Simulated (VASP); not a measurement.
# BaTe (Pm-3m) in VASP: notebook

BaTe is run at these levels: PBE-based screened hybrid, PBE-based global hybrid; tasks: single point.

Program: VASP 6.6.1. These are calculated values, not measurements. Logs are shortened: lines on timing, memory, paths and dates and some standing lists are left out, and cuts for length are marked.

### 1 The cell of the first run

Symmetry: Pm-3m, No. 221, cubic system. Conventional cell: a = 4.245 Å, b = 4.245 Å, c = 4.245 Å, α = 90.00°, β = 90.00°, γ = 90.00°. Ba (site symmetry m-3m) has 8 Te at 3.68 Å and 6 Ba at 4.24 Å within 4.8 Å. Within 4.8 Å of Te (site symmetry m-3m) lie 8 Ba at 3.68 Å and 6 Te at 4.24 Å.

### 2 Single point, PBE-based screened hybrid

POSCAR

```
BaTe
1.0
    4.2448181589      0.0000000000      0.0000000000
    0.0000000000      4.2448181589      0.0000000000
    0.0000000000      0.0000000000      4.2448181589
Ba Te
1 1
Direct
    0.0000000000      0.0000000000      0.0000000000
    0.5000000000      0.5000000000      0.5000000000
```

INCAR.step1

```
SYSTEM = BaTe
PREC = Accurate
ENCUT = 520
EDIFF = 1E-5
ISMEAR = 0
SIGMA = 0.01
LREAL = .FALSE.
LASPH = .TRUE.
NELM = 60
ALGO = Normal
ISIF = 2
LWAVE = .TRUE.
NBANDS = 15
GGA = PE
```

INCAR.step2

```
SYSTEM = BaTe
PREC = Accurate
ENCUT = 520
EDIFF = 1E-7
ISMEAR = 0
SIGMA = 0.01
LREAL = .FALSE.
LASPH = .TRUE.
NELM = 60
ALGO = Normal
ISIF = 2
LWAVE = .FALSE.
LCHARG = .TRUE.
GGA = PE
LHFCALC = .TRUE.
AEXX = 0.15
HFSCREEN = 0.5
PRECFOCK = Normal
LELF = .TRUE.
LVHAR = .TRUE.
NBANDS = 15
ISTART = 1
```

KPOINTS

```
regular mesh
0
G
  4 4 4
  0 0 0
```

Potentials or basis: VASP PAW PBE potentials, release 64 (Ba_sv, Te).

Command:

```sh
> cat potpaw_PBE.64/Ba_sv/POTCAR potpaw_PBE.64/Te/POTCAR > POTCAR
> cp INCAR.step1 INCAR
> mpirun -np 1 vasp_std > vasp.out
> cp INCAR.step2 INCAR
> mpirun -np 1 vasp_std > vasp.out
```

OUTCAR:

```text
SYSTEM = BaTe
   PREC = Accurate
   ENCUT = 520
   EDIFF = 1E-7
   ISMEAR = 0
   LREAL = .FALSE.
   LASPH = .TRUE.
   NELM = 60
   ISIF = 2
   GGA = PE
   LHFCALC = .TRUE.
   AEXX = 0.15
   HFSCREEN = 0.5
   PRECFOCK = Normal
   ISTART = 1

 ion  position               nearest neighbor table
   1  0.000  0.000  0.000-   2 3.68   2 3.68   2 3.68   2 3.68   2 3.68   2 3.68   2 3.68   2 3.68

   2  0.500  0.500  0.500-   1 3.68   1 3.68   1 3.68   1 3.68   1 3.68   1 3.68   1 3.68   1 3.68

  LATTYP: Found a simple cubic cell.
 ALAT       =     4.2448181589

  Lattice vectors:

 A1 = (   4.2448181589,   0.0000000000,   0.0000000000)
 A2 = (   0.0000000000,   4.2448181589,   0.0000000000)
 A3 = (   0.0000000000,   0.0000000000,   4.2448181589)

Analysis of symmetry for initial positions (statically):
=====================================================================
 Subroutine PRICEL returns:
 Original cell was already a primitive cell.

 Routine SETGRP: Setting up the symmetry group for a
 simple cubic supercell.

 Subroutine GETGRP returns: Found 48 space group operations
 (whereof 48 operations were pure point group operations)
 out of a pool of 48 trial point group operations.

The static configuration has the point symmetry O_h .

Analysis of symmetry for dynamics (positions and initial velocities):
=====================================================================
 Subroutine PRICEL returns:
 Original cell was already a primitive cell.

 Routine SETGRP: Setting up the symmetry group for a
 simple cubic supercell.

 Subroutine GETGRP returns: Found 48 space group operations
 (whereof 48 operations were pure point group operations)
 out of a pool of 48 trial point group operations.

The dynamic configuration has the point symmetry O_h .

 Subroutine INISYM returns: Found 48 space group operations
 (whereof 48 operations are pure point group operations),
 and found     1 'primitive' translations

----------------------------------------------------------------------------------------

                                     Primitive cell

  volume of cell :      76.4852

  direct lattice vectors                    reciprocal lattice vectors
     4.244818159  0.000000000  0.000000000     0.235581352  0.000000000  0.000000000
     0.000000000  4.244818159  0.000000000     0.000000000  0.235581352  0.000000000
     0.000000000  0.000000000  4.244818159     0.000000000  0.000000000  0.235581352

  length of vectors
     4.244818159  4.244818159  4.244818159     0.235581352  0.235581352  0.235581352

  position of ions in fractional coordinates (direct lattice)
     0.000000000  0.000000000  0.000000000
     0.500000000  0.500000000  0.500000000

  ion indices of the primitive-cell ions
   primitive index   ion index
                 1           1
                 2           2

----------------------------------------------------------------------------------------

 KPOINTS: regular mesh

Automatic generation of k-mesh.
 Grid dimensions read from file:
 generate k-points for:    4    4    4

 Generating k-lattice:

  Cartesian coordinates                     Fractional coordinates (reciprocal lattice)
     0.058895338  0.000000000  0.000000000     0.250000000  0.000000000  0.000000000
     0.000000000  0.058895338  0.000000000     0.000000000  0.250000000  0.000000000
     0.000000000  0.000000000  0.058895338     0.000000000  0.000000000  0.250000000

  Length of vectors
     0.058895338  0.058895338  0.058895338

  Shift w.r.t. Gamma in fractional coordinates (k-lattice)
     0.000000000  0.000000000  0.000000000

 Subroutine IBZKPT returns following result:
 ===========================================

 Found     10 irreducible k-points:

 Following reciprocal coordinates:
            Coordinates               Weight
  0.000000  0.000000  0.000000      1.000000
  0.250000  0.000000  0.000000      6.000000
  0.500000  0.000000  0.000000      3.000000
  0.250000  0.250000  0.000000     12.000000
  0.500000  0.250000  0.000000     12.000000
  0.500000  0.500000  0.000000      3.000000
  0.250000  0.250000  0.250000      8.000000
  0.500000  0.250000  0.250000     12.000000
  0.500000  0.500000  0.250000      6.000000
  0.500000  0.500000  0.500000      1.000000
   k-points           NKPTS =     10   k-points in BZ     NKDIM =     64   number of bands    NBANDS=     15
   number of dos      NEDOS =    301   number of ions     NIONS =      2
   total plane-waves  NPLWV =  32768
   dimension x,y,z NGX =    32 NGY =   32 NGZ =   32
   dimension x,y,z NGXF=    64 NGYF=   64 NGZF=   64
   ions per type =               1   1
   NGX,Y,Z   is equivalent  to a cutoff of  12.53, 12.53, 12.53 a.u.
   NGXF,Y,Z  is equivalent  to a cutoff of  25.07, 25.07, 25.07 a.u.
 SYSTEM =  BaTe
   PREC   = accura    normal or accurate (medium, high low for compatibility)
   ISTART =      1    job   : 0-new  1-cont  2-samecut
   ICHARG =      0    charge: 1-file 2-atom 10-const
   ISPIN  =      1    spin polarized calculation?
   LNONCOLLINEAR =      F non collinear calculations
   LSORBIT =      F    spin-orbit coupling
   LASPH  =      T    aspherical Exc in radial PAW
   ENCUT  =  520.0 eV  38.22 Ry    6.18 a.u.   7.89  7.89  7.89*2*pi/ulx,y,z
   NELM   =     60;   NELMIN=  2; NELMDL=  0     # of ELM steps
   EDIFF  = 0.1E-06   stopping-criterion for ELM
   LREAL  =      F    real-space projection
   EDIFFG = 0.1E-05   stopping-criterion for IOM
   NSW    =      0    number of steps for IOM
   IBRION =     -1    ionic relax: 0-MD 1-quasi-New 2-CG
   NFREE  =      0    steps in history (QN), initial steepest desc. (CG)
   ISIF   =      2    stress and relaxation
   ISYM   =      3    0-nonsym 1-usesym 2-fastsym
   POTIM  = 0.5000    time-step for ionic-motion
   TEBEG  =    0.0;   TEEND  =   0.0 temperature during run
   PSTRESS=    0.0 pullay stress
   NELECT =      16.0000    total number of electrons
   NUPDOWN=      -1.0000    fix difference up-down
   EMIN   =  10.00;   EMAX   =-10.00  energy-range for DOS
   EFERMI =   0.00;   METHOD = LEGACY
   ISMEAR =     0;   SIGMA  =   0.01  broadening in eV -4-tet -1-fermi 0-gaus
   EFERMI_NEDOS =   21; number of points for ismear=-14 and -15
   IALGO  =     38    algorithm
   IMIX   =      1    mixing-type and parameters
     AMIX     =   0.40;   BMIX     =  1.00
     AMIX_MAG =   1.60;   BMIX_MAG =  1.00
  volume/ion in A,a.u.               =      38.24       258.07
  Fermi-wavevector in a.u.,A,eV,Ry     =   0.971827  1.836487 12.849998  0.944448
  Thomas-Fermi vector in A             =   2.102076
   LORBIT       =      0    0 simple, 1 ext, 2 COOP (PROOUT), +10 PAW based schemes
   GGA     = PE    functional components
   LHFCALC =     T    Hartree Fock is set to
   PRECFOCK=normal    Normal, Fast or Accurate (Low or Medium for compatibility)
   ENCUT4O =  -1.0   cutoff for four orbital integrals eV
   NKREDX  =     1    reduce k-point grid by
   NKREDY  =     1    reduce k-point grid by
   NKREDZ  =     1    reduce k-point grid by
   AEXX    =    0.1500 exact exchange contribution
   HFSCREEN=    0.5000 screening length (either q_TF or 0.3 A-1)
   HFSCREENC=   0.5000 screening length for correlation (either q_TF or 0.3 A-1)
   ENCUTFOCK=  -1.0 apply spherical cutoff to Coloumb kernel
   IVDW    =     0    specifies the selected vdW correction
   LEPSILON=     F    determine dielectric tensor
   LRPA    =     F    only Hartree local field effects (RPA)
 non-spin polarized calculation
 Gauss-broadening in eV      SIGMA  =   0.01
  energy-cutoff  :      520.00
  volume of cell :       76.49
 maximum number of plane-waves:      2103
 NGX is ok and might be reduce to    32
  NGX = 24; NGY = 24; NGZ = 24

 number of electron      15.9999999 magnetization

 Free energy of the ion-electron system (eV)
  ---------------------------------------------------
  ext. energy  EPLUGINS =         0.00000000
  ---------------------------------------------------
  free energy    TOTEN  =        -8.60198110 eV

  energy without entropy =       -8.60198110  energy(sigma->0) =       -8.60198110

 E-fermi :   3.8571     XC(G=0):  -8.1966

 val. band max:        3.8010496101   @ k =   0.5000   0.5000   0.0000
 cond. band min:       4.7118009515   @ k =   0.0000   0.0000   0.0000
 fundamental gap:      0.9107513414
 Fermi energy:         3.8570858749

 k-point     1 :       0.0000    0.0000    0.0000
  band No.  band energies     occupation
      1     -25.2803      2.00000
      2      -9.7644      2.00000
      3      -9.7644      2.00000
      4      -9.7644      2.00000
      5      -6.9671      2.00000
      6       3.4122      2.00000
      7       3.4122      2.00000
      8       3.4122      2.00000
      9       4.7118      0.00000
     10       4.7118      0.00000
     11       6.4064      0.00000
     12       8.5972      0.00000
     13       8.5972      0.00000
     14       8.5972      0.00000
     15      12.5354      0.00000

 k-point     2 :       0.2500    0.0000    0.0000
  band No.  band energies     occupation
      1     -25.2660      2.00000
      2     -10.0833      2.00000
      3      -9.7374      2.00000
      4      -9.7374      2.00000
      5      -6.5626      2.00000
      6       1.4583      2.00000
      7       3.1533      2.00000
      8       3.1533      2.00000
      9       5.0575      0.00000
     10       6.3396      0.00000
     11       8.2276      0.00000
     12       8.7917      0.00000
     13       8.8861      0.00000
     14       8.8861      0.00000
     15      10.2173      0.00000
[... 113 lines left out ...]
      3     -10.0858      2.00000
      4      -9.8610      2.00000
      5      -6.1846      2.00000
      6       1.1942      2.00000
      7       1.1942      2.00000
      8       1.9066      2.00000
      9       6.2714      0.00000
     10       7.6552      0.00000
     11       7.6552      0.00000
     12       8.9076      0.00000
     13      10.4092      0.00000
     14      11.0566      0.00000
     15      11.6753      0.00000

 k-point    10 :       0.5000    0.5000    0.5000
  band No.  band energies     occupation
      1     -25.1994      2.00000
      2     -10.0411      2.00000
      3     -10.0411      2.00000
      4     -10.0411      2.00000
      5      -5.9686      2.00000
      6       0.7848      2.00000
      7       0.7848      2.00000
      8       0.7848      2.00000
      9       8.7636      0.00000
     10       8.7636      0.00000
     11       8.7636      0.00000
     12      10.4312      0.00000
     13      10.4312      0.00000
     14      10.4317      0.00000
     15      10.4941      0.00000

------------------------ aborting loop because EDIFF is reached ----------------------------------------

  FORCE on cell =-STRESS in cart. coord.  units (eV):
  Direction    XX          YY          ZZ          XY          YZ          ZX
  --------------------------------------------------------------------------------------
  -------------------------------------------------------------------------------------
  Total        0.1792955      0.1792955      0.1792955      0.0000000      0.0000000     -0.0000000
  in kB        3.7558027      3.7558027      3.7558027      0.0000000      0.0000000     -0.0000000
  external PRESSURE =       3.7558027 kB  Pullay stress =       0.0000000 kB

 VOLUME and BASIS-vectors are now :
 -----------------------------------------------------------------------------
  energy-cutoff  :      520.00
  volume of cell :       76.49
      direct lattice vectors                 reciprocal lattice vectors
     4.244818159  0.000000000  0.000000000     0.235581352  0.000000000  0.000000000
     0.000000000  4.244818159  0.000000000     0.000000000  0.235581352  0.000000000
     0.000000000  0.000000000  4.244818159     0.000000000  0.000000000  0.235581352

 POSITION                                       TOTAL-FORCE (eV/Angst)
 -----------------------------------------------------------------------------------
      0.00000      0.00000      0.00000         0.000000      0.000000      0.000000
      2.12241      2.12241      2.12241         0.000000      0.000000      0.000000
 -----------------------------------------------------------------------------------
    total drift:                                0.000000     -0.000000      0.000000

  FREE ENERGIE OF THE ION-ELECTRON SYSTEM (eV)
  ---------------------------------------------------
  free  energy   TOTEN  =        -8.6019811008 eV

  energy  without entropy=       -8.6019811008  energy(sigma->0) =       -8.60198110
```

It took 5.9 min on 1 thread of Intel Xeon Platinum 8375C at 2.90GHz (Ice Lake), shared host; peak memory 0.29 GiB.

What came out:

```
Free energy            : -8.6020 eV
Pressure               : 0.4 GPa
Band gap on the k mesh : 0.91 eV, indirect (least direct gap 1.13 eV)
```

Caveat: the PAW data sets were made with another functional, which shifts forces and pressure a little; spin-orbit coupling is left out, which moves the levels of the heavy elements. A k mesh can miss the band edges.

### 3 Single point, PBE-based screened hybrid

POSCAR is that of step 2.

INCAR.step1

```
ALGO     = Normal         # electronic algorithm
EDIFF    = 1E-5           # SCF threshold, eV
ENCUT    = 520            # plane-wave cutoff, eV
GGA      = PE             # functional
ISIF     = 2              # what is computed and relaxed
ISMEAR   = 0              # smearing method
LASPH    = T              # aspherical terms in the spheres
LCHARG   = F              # write CHGCAR
LREAL    = F              # projectors in reciprocal space
LWAVE    = T              # write WAVECAR
NBANDS   = 15             # bands
NELM     = 100            # most SCF steps
PREC     = Accurate       # precision mode
SIGMA    = 0.01           # smearing width, eV
```

INCAR.step2

```
AEXX     = 0.5            # exact-exchange fraction
ALGO     = Normal         # electronic algorithm
EDIFF    = 1E-7           # SCF threshold, eV
ENCUT    = 520            # plane-wave cutoff, eV
GGA      = PE             # functional
HFSCREEN = 0.3            # screening, 1/A
ISIF     = 2              # what is computed and relaxed
ISMEAR   = 0              # smearing method
ISTART   = 1            
LASPH    = T              # aspherical terms in the spheres
LCHARG   = F              # write CHGCAR
LHFCALC  = T              # exact exchange
LREAL    = F              # projectors in reciprocal space
LWAVE    = F              # write WAVECAR
NBANDS   = 15             # bands
NELM     = 100            # most SCF steps
PREC     = Accurate       # precision mode
PRECFOCK = Normal       
SIGMA    = 0.01           # smearing width, eV
```

KPOINTS

```
k-points
0
Gamma
  4 4 4
```

Potentials or basis: VASP PAW PBE potentials, release 64 (Ba_sv, Te).

Command:

```sh
> cat potpaw_PBE.64/Ba_sv/POTCAR potpaw_PBE.64/Te/POTCAR > POTCAR
> cp INCAR.step1 INCAR
> mpirun -np 1 vasp_std > vasp.out
> cp INCAR.step2 INCAR
> mpirun -np 1 vasp_std > vasp.out
```

It took 7 min on 1 thread of Intel Xeon Platinum 8375C at 2.90GHz (Ice Lake), shared host; peak memory 0.29 GiB.

The run converged. Its results:

```
Free energy            : -10.4225 eV
Pressure               : -0.5 GPa
Band gap on the k mesh : 1.84 eV, indirect (least direct gap 2.06 eV)
```

Levels at points of the mesh, in eV from the valence-band top:
```csv
k point,band 6,band 7,band 8,band 9,band 10,band 11
"(0.00, 0.00, 0.00)",-0.44,-0.44,-0.44,1.84,1.84,3.53
"(0.50, 0.00, 0.00)",-3.84,-0.92,-0.92,2.86,5.97,6.15
"(0.50, 0.50, 0.00)",-2.40,-2.40,0.00,2.06,3.70,4.18
"(0.50, 0.50, 0.50)",-3.31,-3.31,-3.31,5.97,5.97,5.97
```

Caveat: the PAW data sets were made with another functional, which shifts forces and pressure a little; spin-orbit coupling is left out, which moves the levels of the heavy elements. A k mesh can miss the band edges.

### 4 Single point, PBE-based global hybrid

POSCAR is that of step 3.

INCAR.step1

```
PREC = Accurate
ENCUT = 520
EDIFF = 1E-5
ISMEAR = 0
SIGMA = 0.01
LREAL = F
LASPH = T
NELM = 60
ALGO = Normal
ISIF = 2
LWAVE = T
LCHARG = F
NBANDS = 15
GGA = PE
```

INCAR.step2

```
PREC = Accurate
ENCUT = 520
EDIFF = 1E-7
ISMEAR = 0
SIGMA = 0.01
LREAL = F
LASPH = T
NELM = 60
ALGO = Normal
ISIF = 2
LWAVE = F
LCHARG = F
GGA = PE
LHFCALC = T
AEXX = 0.5
PRECFOCK = Normal
NBANDS = 15
ISTART = 1
```

KPOINTS

```
regular mesh
0
Gamma
  4 4 4
```

Command:

```sh
> cat potpaw_PBE.64/Ba_sv/POTCAR potpaw_PBE.64/Te/POTCAR > POTCAR
> cp INCAR.step1 INCAR
> mpirun -np 1 vasp_std > vasp.out
> cp INCAR.step2 INCAR
> mpirun -np 1 vasp_std > vasp.out
```

Wall time 7 min (1 thread of Intel Xeon Platinum 8375C at 2.90GHz (Ice Lake), shared host); peak memory 0.19 GiB.

Results (log left out):

| Quantity | Value |
| --- | --- |
| Free energy | -12.0639 eV |
| Pressure | -0.8 GPa |
| Band gap on the k mesh | 3.60 eV, indirect (least direct gap 3.81 eV) |

Levels at points of the mesh, in eV from the valence-band top:
```
           k point  band 4  band 5  band 6  band 7  band 8  band 9  band 10  band 11  band 12  band 13
(0.00, 0.00, 0.00)  -15.08  -12.36   -0.49   -0.49   -0.49    3.60     3.60     5.26     7.98     7.98
(0.50, 0.00, 0.00)  -15.01  -11.31   -4.12   -1.00   -1.00    4.71     7.76     7.95     8.48     8.55
(0.50, 0.50, 0.00)  -14.96  -11.63   -2.56   -2.56    0.00    3.81     5.50     6.01     6.01    10.01
(0.50, 0.50, 0.50)  -15.37  -11.12   -3.53   -3.53   -3.53    7.78     7.78     7.78    10.07    10.07
```

Caveat: the PAW data sets were made with another functional, which shifts forces and pressure a little; spin-orbit coupling is left out, which moves the levels of the heavy elements.

### 5 The runs side by side

| level | share of exact exchange | screening parameter | gap on the mesh (eV) | pressure (GPa) |
| --- | --- | --- | --- | --- |
| PBE-based screened hybrid | 0.15 | 0.5 1/Å | 0.91 | 0.4 |
| PBE-based screened hybrid | 0.5 | 0.3 1/Å | 1.84 | -0.5 |
| PBE-based global hybrid | 0.5 | - | 3.60 | -0.8 |

Alike in all rows: task single point; potentials or basis VASP PAW PBE potentials, release 64 (Ba_sv, Te); no spin polarisation; cell as given; k mesh 4 × 4 × 4; cutoff (eV) 520; smearing gaussian 0.01 eV.

On the cell as given the gap runs from 0.91 eV (PBE-based screened hybrid) to 3.60 eV (PBE-based global hybrid). The pressure there spans -0.8 GPa (PBE-based global hybrid) to 0.4 GPa (PBE-based screened hybrid); a positive pressure means that this level wants a larger cell, a negative one a smaller.

Caveats: the PAW data sets were made with another functional, which shifts forces and pressure a little; spin-orbit coupling is left out, which moves the levels of the heavy elements.

Absolute energies hang on the potentials; compare differences alone.
